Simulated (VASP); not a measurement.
# Ba (Im-3m) in VASP: settings compared

The runs below take Ba through electric field gradients, with LDA, r2SCAN.

Program: VASP 6.6.1. These are calculated values, not measurements. Logs are shortened: lines on timing, memory, paths and dates and some standing lists are left out, and cuts for length are marked.

## Step 1: The cell of the first run

The structure is cubic, space group Im-3m (No. 229). The conventional cell has a = 5.000 Å, b = 5.000 Å, c = 5.000 Å, α = 90.00°, β = 90.00°, γ = 90.00°. Ba (site symmetry m-3m) has 14 Ba at 4.33 to 5.00 Å within 5.7 Å.

## Step 2: Electric field gradients, LDA

INCAR reads:

```
PREC = Accurate ; ENCUT = 520
EDIFF = 1E-8 ; ISMEAR = -1
SIGMA = 0.05 ; LREAL = F
LASPH = T ; NELM = 80
ALGO = Normal ; ISIF = 2
LWAVE = F ; LCHARG = F
LEFG = T ; NBANDS = 11
```

KPOINTS reads:

```
regular mesh
0
Gamma
  10 10 10
```

POSCAR reads:

```
Ba
1.0
   -2.5000000000      2.5000000000      2.5000000000
    2.5000000000     -2.5000000000      2.5000000000
    2.5000000000      2.5000000000     -2.5000000000
Ba
1
Direct
    0.0000000000      0.0000000000      0.0000000000
```

Potentials or basis: VASP PAW LDA potentials, release 64 (Ba_sv).

Run with:

```bash
$ cat potpaw_LDA.64/Ba_sv/POTCAR > POTCAR
$ mpirun -np 1 vasp_std > vasp.out
```

OUTCAR:

```text
PREC = Accurate
   ENCUT = 520
   EDIFF = 1E-8
   ISMEAR = -1
   LREAL = F
   LASPH = T
   NELM = 80
   ISIF = 2

 ion  position               nearest neighbor table
   1  0.000  0.000  0.000-

  LATTYP: Found a body centered cubic cell.
 ALAT       =     5.0000000000

  Lattice vectors:

 A1 = (  -2.5000000000,   2.5000000000,   2.5000000000)
 A2 = (   2.5000000000,  -2.5000000000,   2.5000000000)
 A3 = (   2.5000000000,   2.5000000000,  -2.5000000000)

Analysis of symmetry for initial positions (statically):
=====================================================================
 Subroutine PRICEL returns:
 Original cell was already a primitive cell.

 Routine SETGRP: Setting up the symmetry group for a
 body centered cubic supercell.

 Subroutine GETGRP returns: Found 48 space group operations
 (whereof 48 operations were pure point group operations)
 out of a pool of 48 trial point group operations.

The static configuration has the point symmetry O_h .

Analysis of symmetry for dynamics (positions and initial velocities):
=====================================================================
 Subroutine PRICEL returns:
 Original cell was already a primitive cell.

 Routine SETGRP: Setting up the symmetry group for a
 body centered cubic supercell.

 Subroutine GETGRP returns: Found 48 space group operations
 (whereof 48 operations were pure point group operations)
 out of a pool of 48 trial point group operations.

The dynamic configuration has the point symmetry O_h .

 Subroutine INISYM returns: Found 48 space group operations
 (whereof 48 operations are pure point group operations),
 and found     1 'primitive' translations

----------------------------------------------------------------------------------------

                                     Primitive cell

  volume of cell :      62.5000

  direct lattice vectors                    reciprocal lattice vectors
    -2.500000000  2.500000000  2.500000000     0.000000000  0.200000000  0.200000000
     2.500000000 -2.500000000  2.500000000     0.200000000  0.000000000  0.200000000
     2.500000000  2.500000000 -2.500000000     0.200000000  0.200000000  0.000000000

  length of vectors
     4.330127019  4.330127019  4.330127019     0.282842712  0.282842712  0.282842712

  position of ions in fractional coordinates (direct lattice)
     0.000000000  0.000000000  0.000000000

  ion indices of the primitive-cell ions
   primitive index   ion index
                 1           1

----------------------------------------------------------------------------------------

 KPOINTS: regular mesh

Automatic generation of k-mesh.
 Grid dimensions read from file:
 generate k-points for:   10   10   10

 Generating k-lattice:

  Cartesian coordinates                     Fractional coordinates (reciprocal lattice)
     0.000000000  0.020000000  0.020000000     0.100000000  0.000000000  0.000000000
     0.020000000  0.000000000  0.020000000     0.000000000  0.100000000  0.000000000
     0.020000000  0.020000000  0.000000000     0.000000000  0.000000000  0.100000000

  Length of vectors
     0.028284271  0.028284271  0.028284271

  Shift w.r.t. Gamma in fractional coordinates (k-lattice)
     0.000000000  0.000000000  0.000000000

 Subroutine IBZKPT returns following result:
 ===========================================

 Found     47 irreducible k-points:

 Following reciprocal coordinates:
            Coordinates               Weight
  0.000000  0.000000  0.000000      1.000000
  0.100000  0.000000  0.000000     12.000000
  0.200000  0.000000  0.000000     12.000000
  0.300000  0.000000  0.000000     12.000000
  0.400000  0.000000  0.000000     12.000000
  0.500000  0.000000  0.000000      6.000000
[... 16 lines left out ...]
  0.300000  0.300000  0.100000      8.000000
 -0.300000  0.300000  0.100000     24.000000
 [... further k-points ...]
   k-points           NKPTS =     47   k-points in BZ     NKDIM =     47   number of bands    NBANDS=     11
   number of dos      NEDOS =    301   number of ions     NIONS =      1
   total plane-waves  NPLWV =  32768
   dimension x,y,z NGX =    32 NGY =   32 NGZ =   32
   dimension x,y,z NGXF=    64 NGYF=   64 NGZF=   64
   ions per type =               1
   NGX,Y,Z   is equivalent  to a cutoff of  12.29, 12.29, 12.29 a.u.
   NGXF,Y,Z  is equivalent  to a cutoff of  24.57, 24.57, 24.57 a.u.
 SYSTEM =  unknown system
   PREC   = accura    normal or accurate (medium, high low for compatibility)
   ISTART =      0    job   : 0-new  1-cont  2-samecut
   ICHARG =      2    charge: 1-file 2-atom 10-const
   ISPIN  =      1    spin polarized calculation?
   LNONCOLLINEAR =      F non collinear calculations
   LSORBIT =      F    spin-orbit coupling
   LASPH  =      T    aspherical Exc in radial PAW
   ENCUT  =  520.0 eV  38.22 Ry    6.18 a.u.   8.05  8.05  8.05*2*pi/ulx,y,z
   NELM   =     80;   NELMIN=  2; NELMDL= -5     # of ELM steps
   EDIFF  = 0.1E-07   stopping-criterion for ELM
   LREAL  =      F    real-space projection
   EDIFFG = 0.1E-06   stopping-criterion for IOM
   NSW    =      0    number of steps for IOM
   IBRION =     -1    ionic relax: 0-MD 1-quasi-New 2-CG
   NFREE  =      0    steps in history (QN), initial steepest desc. (CG)
   ISIF   =      2    stress and relaxation
   ISYM   =      2    0-nonsym 1-usesym 2-fastsym
   POTIM  = 0.5000    time-step for ionic-motion
   TEBEG  =    0.0;   TEEND  =   0.0 temperature during run
   PSTRESS=    0.0 pullay stress
   NELECT =      10.0000    total number of electrons
   NUPDOWN=      -1.0000    fix difference up-down
   EMIN   =  10.00;   EMAX   =-10.00  energy-range for DOS
   EFERMI =   0.00;   METHOD = LEGACY
   ISMEAR =    -1;   SIGMA  =   0.05  broadening in eV -4-tet -1-fermi 0-gaus
   EFERMI_NEDOS =   21; number of points for ismear=-14 and -15
   IALGO  =     38    algorithm
   IMIX   =      4    mixing-type and parameters
     AMIX     =   0.40;   BMIX     =  1.00
     AMIX_MAG =   1.60;   BMIX_MAG =  1.00
  volume/ion in A,a.u.               =      62.50       421.77
  Fermi-wavevector in a.u.,A,eV,Ry     =   0.888754  1.679501 10.747016  0.789883
  Thomas-Fermi vector in A             =   2.010225
   LORBIT       =      0    0 simple, 1 ext, 2 COOP (PROOUT), +10 PAW based schemes
   GGA     = CA    functional components
   LHFCALC =     F    Hartree Fock is set to
   AEXX    =    0.0000 exact exchange contribution
   IVDW    =     0    specifies the selected vdW correction
   LEPSILON=     F    determine dielectric tensor
   LRPA    =     F    only Hartree local field effects (RPA)
 non-spin polarized calculation
  energy-cutoff  :      520.00
  volume of cell :       62.50
 maximum number of plane-waves:      1721
   NGX = 17   NGY = 17   NGZ = 17

 number of electron      10.0000000 magnetization

 number of electron       9.9999999 magnetization

 Free energy of the ion-electron system (eV)
  ---------------------------------------------------
  ext. energy  EPLUGINS =         0.00000000
  ---------------------------------------------------
  free energy    TOTEN  =        -2.22025924 eV

  energy without entropy =       -2.20919445  energy(sigma->0) =       -2.21472685

 E-fermi :   1.4416     XC(G=0):  -7.6419

 val. band max:        1.4330940449   @ k =  -0.4000   0.4000   0.3000
 cond. band min:       1.4531436381   @ k =  -0.4000  -0.4000   0.1000
 fundamental gap:      0.0200495932
 Fermi energy:         1.4415507888

 k-point     1 :       0.0000    0.0000    0.0000
  band No.  band energies     occupation
      1     -27.3523      2.00000
      2     -12.3090      2.00000
      3     -12.3090      2.00000
      4     -12.3090      2.00000
      5      -1.3040      2.00000
      6       3.2151      0.00000
      7       3.2151      0.00000
      8       3.2151      0.00000
      9       4.6807      0.00000
     10       4.6807      0.00000
     11       8.4584      0.00000

 k-point     2 :       0.1000    0.0000    0.0000
  band No.  band energies     occupation
      1     -27.3479      2.00000
      2     -12.3585      2.00000
      3     -12.3243      2.00000
      4     -12.3093      2.00000
      5      -1.1148      2.00000
      6       3.0675      0.00000
      7       3.1342      0.00000
      8       3.4086      0.00000
      9       4.4573      0.00000
     10       4.6706      0.00000
     11       8.6657      0.00000
[... 295 lines left out ...]
 k-point    24 :      -0.3000    0.3000    0.1000
  band No.  band energies     occupation
      1     -27.3188      2.00000
      2     -12.6262      2.00000
      3     -12.4287      2.00000
      4     -12.3473      2.00000
      5       0.1965      2.00000
      6       2.3953      0.00000
      7       2.5773      0.00000
      8       3.9223      0.00000
      9       4.7928      0.00000
     10       5.1801      0.00000
     11       8.2415      0.00000

 [... further k-points ...]

------------------------ aborting loop because EDIFF is reached ----------------------------------------

  FORCE on cell =-STRESS in cart. coord.  units (eV):
  Direction    XX          YY          ZZ          XY          YZ          ZX
  --------------------------------------------------------------------------------------
  -------------------------------------------------------------------------------------
  Total       -0.4680581     -0.4680581     -0.4680581     -0.0000000      0.0000000      0.0000000
  in kB      -11.9985921    -11.9985921    -11.9985921     -0.0000000      0.0000000      0.0000000
  external PRESSURE =     -11.9985921 kB  Pullay stress =       0.0000000 kB

 VOLUME and BASIS-vectors are now :
 -----------------------------------------------------------------------------
  energy-cutoff  :      520.00
  volume of cell :       62.50
      direct lattice vectors                 reciprocal lattice vectors
    -2.500000000  2.500000000  2.500000000     0.000000000  0.200000000  0.200000000
     2.500000000 -2.500000000  2.500000000     0.200000000  0.000000000  0.200000000
     2.500000000  2.500000000 -2.500000000     0.200000000  0.200000000  0.000000000

 POSITION                                       TOTAL-FORCE (eV/Angst)
 -----------------------------------------------------------------------------------
      0.00000      0.00000      0.00000         0.000000     -0.000000      0.000000
 -----------------------------------------------------------------------------------
    total drift:                                0.000000      0.000000     -0.000000

  FREE ENERGIE OF THE ION-ELECTRON SYSTEM (eV)
  ---------------------------------------------------
  free  energy   TOTEN  =        -2.2202592416 eV

  energy  without entropy=       -2.2091944491  energy(sigma->0) =       -2.21472685

 Electric field gradients (V/A^2)
---------------------------------------------------------------------
 ion       V_xx      V_yy      V_zz      V_xy      V_xz      V_yz
---------------------------------------------------------------------
   1       0.000     0.000    -0.000     0.000     0.000     0.000
---------------------------------------------------------------------

 Electric field gradients after diagonalization (V/A^2)
 (convention: |V_zz| > |V_xx| > |V_yy|)
----------------------------------------------------------------------
 ion       V_xx      V_yy      V_zz     asymmetry (V_yy - V_xx)/ V_zz
----------------------------------------------------------------------
   1      -0.000    -0.000     0.000       0.000
----------------------------------------------------------------------

           NMR quadrupolar parameters

 Cq : quadrupolar parameter    Cq=e*Q*V_zz/h
 eta: asymmetry parameters     (V_yy - V_xx)/ V_zz
 Q  : nuclear electric quadrupole moment in mb (millibarn)
----------------------------------------------------------------------
 ion       Cq(MHz)       eta       Q (mb)
----------------------------------------------------------------------
   1       0.000       0.000       1.000
----------------------------------------------------------------------
```

Run time: 20 s. Hardware: 1 thread of AMD EPYC 7R13 (Zen 3), shared host; peak memory 0.14 GiB.

What came out:

- Free energy: -2.2203 eV
- Pressure: -1.2 GPa
- Band gap on the k mesh: zero (bands 5 and 6 overlap by 0.87 eV)
- Largest electric field gradient by atom: zero within the noise of the run

Levels at points of the mesh, in eV from the Fermi level:
```
           k point  band 3  band 4  band 5  band 6  band 7  band 8
(0.00, 0.00, 0.00)  -13.75  -13.75   -2.75    1.77    1.77    1.77
(0.50, 0.00, 0.00)  -13.91  -13.75   -0.90    0.65    1.36    3.18
(0.50, 0.50, 0.50)  -14.09  -14.09   -0.53   -0.53    4.41    4.41
```

Caveat: spin-orbit coupling is left out, which moves the levels of the heavy elements.

## Step 3: Electric field gradients, r2SCAN

POSCAR is that of step 2.

INCAR.step1 reads:

```
ALGO = Normal ; EDIFF = 1E-4
ENCUT = 520 ; GGA = PE
ISMEAR = -1 ; LASPH = T
LCHARG = F ; LREAL = F
LWAVE = T ; NBANDS = 11
NELM = 100 ; PREC = Accurate
SIGMA = 0.05
```

INCAR.step2 reads:

```
ALGO = Normal ; EDIFF = 1E-8
ENCUT = 520 ; ISIF = 2
ISMEAR = -1 ; ISTART = 1
LASPH = T ; LCHARG = F
LEFG = T ; LMIXTAU = T
LREAL = F ; LWAVE = F
METAGGA = R2SCAN ; NBANDS = 11
NELM = 100 ; PREC = Accurate
SIGMA = 0.05
```

KPOINTS reads:

```
k-points
0
Gamma
  10 10 10
```

Potentials or basis: VASP PAW PBE potentials, release 64 (Ba_sv).

Run with:

```bash
$ cat potpaw_PBE.64/Ba_sv/POTCAR > POTCAR
$ cp INCAR.step1 INCAR
$ mpirun -np 1 vasp_std > vasp.out
$ cp INCAR.step2 INCAR
$ mpirun -np 1 vasp_std > vasp.out
```

OUTCAR:

```text
EDIFF = 1E-8
   ENCUT = 520
   ISIF = 2
   ISMEAR = -1
   ISTART = 1
   LASPH = T
   LREAL = F
   METAGGA = R2SCAN
   NELM = 100
   PREC = Accurate

 ion  position               nearest neighbor table
   1  0.000  0.000  0.000-

  LATTYP: Found a body centered cubic cell.
 ALAT       =     5.0000000000

  Lattice vectors:

 A1 = (  -2.5000000000,   2.5000000000,   2.5000000000)
 A2 = (   2.5000000000,  -2.5000000000,   2.5000000000)
[... 541 lines left out ...]
    total drift:                                0.000000      0.000000     -0.000000

  FREE ENERGIE OF THE ION-ELECTRON SYSTEM (eV)
  ---------------------------------------------------
  free  energy   TOTEN  =       -26.4333845202 eV

  energy  without entropy=      -26.4226840121  energy(sigma->0) =      -26.42803427

 Electric field gradients (V/A^2)
---------------------------------------------------------------------
 ion       V_xx      V_yy      V_zz      V_xy      V_xz      V_yz
---------------------------------------------------------------------
   1      -0.000     0.000     0.000     0.000     0.000     0.000
---------------------------------------------------------------------

 Electric field gradients after diagonalization (V/A^2)
 (convention: |V_zz| > |V_xx| > |V_yy|)
----------------------------------------------------------------------
 ion       V_xx      V_yy      V_zz     asymmetry (V_yy - V_xx)/ V_zz
----------------------------------------------------------------------
   1      -0.000    -0.000     0.000       0.000
----------------------------------------------------------------------

           NMR quadrupolar parameters

 Cq : quadrupolar parameter    Cq=e*Q*V_zz/h
 eta: asymmetry parameters     (V_yy - V_xx)/ V_zz
 Q  : nuclear electric quadrupole moment in mb (millibarn)
----------------------------------------------------------------------
 ion       Cq(MHz)       eta       Q (mb)
----------------------------------------------------------------------
   1       0.000       0.000       1.000
----------------------------------------------------------------------
```

OUTCAR.step1:

```text
EDIFF = 1E-4
   ENCUT = 520
   GGA = PE
   ISMEAR = -1
   LASPH = T
   LREAL = F
[... 551 lines left out ...]

 POSITION                                       TOTAL-FORCE (eV/Angst)
 -----------------------------------------------------------------------------------
      0.00000      0.00000      0.00000         0.000000      0.000000      0.000000
 -----------------------------------------------------------------------------------
    total drift:                                0.000000      0.000000     -0.000000

  FREE ENERGIE OF THE ION-ELECTRON SYSTEM (eV)
  ---------------------------------------------------
  free  energy   TOTEN  =        -1.9116805393 eV

  energy  without entropy=       -1.9004466338  energy(sigma->0) =       -1.90606359
```

Run time: 99 s. Hardware: 1 thread of AMD EPYC 7R13 (Zen 3), shared host; peak memory 0.17 GiB.

Results:

```
Free energy                             : -26.4334 eV
Pressure                                : 0.4 GPa
Band gap on the k mesh                  : zero (bands 5 and 6 overlap by 1.02 eV)
Largest electric field gradient by atom : zero within the noise of the run
```

Levels at points of the mesh, in eV from the Fermi level:
```csv
k point,band 2,band 3,band 4,band 5,band 6,band 7,band 8,band 9
"(0.00, 0.00, 0.00)",-14.43,-14.43,-14.43,-2.88,2.15,2.15,2.15,3.51
"(0.50, 0.00, 0.00)",-14.91,-14.58,-14.43,-0.88,0.89,1.24,3.57,4.14
"(0.50, 0.50, 0.50)",-14.75,-14.75,-14.75,-0.64,-0.64,4.75,4.75,4.75
```

Caveat: the PAW data sets were made with another functional, which shifts forces and pressure a little; spin-orbit coupling is left out, which moves the levels of the heavy elements.
